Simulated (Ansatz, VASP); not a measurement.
**Two plane-wave programs on ZnO**

The input POSCAR:

```
ZnO
1.0
    3.2353408614      0.0000000000      0.0000000000
   -1.6176704307      2.8018873759      0.0000000000
    0.0000000000      0.0000000000      5.2109518227
Zn O
2 2
Direct
    0.3333333333      0.6666666667     -0.0023477534
    0.6666666667      0.3333333333      0.4976522466
    0.3333333333      0.6666666667      0.3773477534
    0.6666666667      0.3333333333      0.8773477534
```

The input INCAR.step1:

```
PREC = Accurate
ENCUT = 1480
ISMEAR = 0
SIGMA = 0.01
LREAL = False
LASPH = True
NELM = 120
NBANDS = 26
GGA = PE
ALGO = Normal
EDIFF = 1E-5
LWAVE = True
LCHARG = False
GGA_COMPAT = False
```

File INCAR.step2:

```
PREC = Accurate
ENCUT = 1480
EDIFF = 1E-6
ISMEAR = 0
SIGMA = 0.01
LREAL = False
LASPH = True
NELM = 120
ALGO = Normal
ISIF = 2
LWAVE = False
LCHARG = False
METAGGA = R2SCAN
LMIXTAU = True
NBANDS = 26
ISTART = 1
GGA_COMPAT = False
```

File KPOINTS:

```
Automatic mesh
0
Gamma
  9 9 4
```

Input for Ansatz:

```yaml
crystal:
  lattice:
    - [3.2353408614, 0.0, 0.0]
    - [-1.6176704307, 2.8018873759, 0.0]
    - [0.0, 0.0, 5.2109518227]
  atoms:
    - { symbol: Zn, position: [0.3333333333, 0.6666666667, -0.0023477534] }
    - { symbol: Zn, position: [0.6666666667, 0.3333333333, 0.4976522466] }
    - { symbol: O, position: [0.3333333333, 0.6666666667, 0.3773477534] }
    - { symbol: O, position: [0.6666666667, 0.3333333333, 0.8773477534] }
kpoints:
  mp_grid: { grid: [9, 9, 4] }
hamiltonian:
  xc: r2scan
scf:
  occupations: { method: fixed }
  n_extra_bands: 5
output:
  forces: true
  stress: true
  eigenvalues: true
```

Alike in both runs: task single point; functional r2SCAN; k mesh 9 × 9 × 4; no spin polarisation.

|  | VASP | Ansatz |
| --- | --- | --- |
| version | VASP 6.6.1 | Ansatz 0.2.0 |
| potentials or method | VASP PAW PBE potentials, release 64 (Zn, O_h) | plane waves, PAW |
| plane-wave cutoff (eV) | 1480 | 500 |
| occupations | gaussian, width 0.01 eV | fixed |
| valence electrons in the cell | 36 | 36 |

```tsv
	VASP	Ansatz	Ansatz less VASP
gap on the k mesh at the Fermi level (eV)	1.24	1.24	0.000
pressure (GPa)	1.0	0.0	-1.04
```

VASP's potentials were made for PBE, not for r2SCAN.
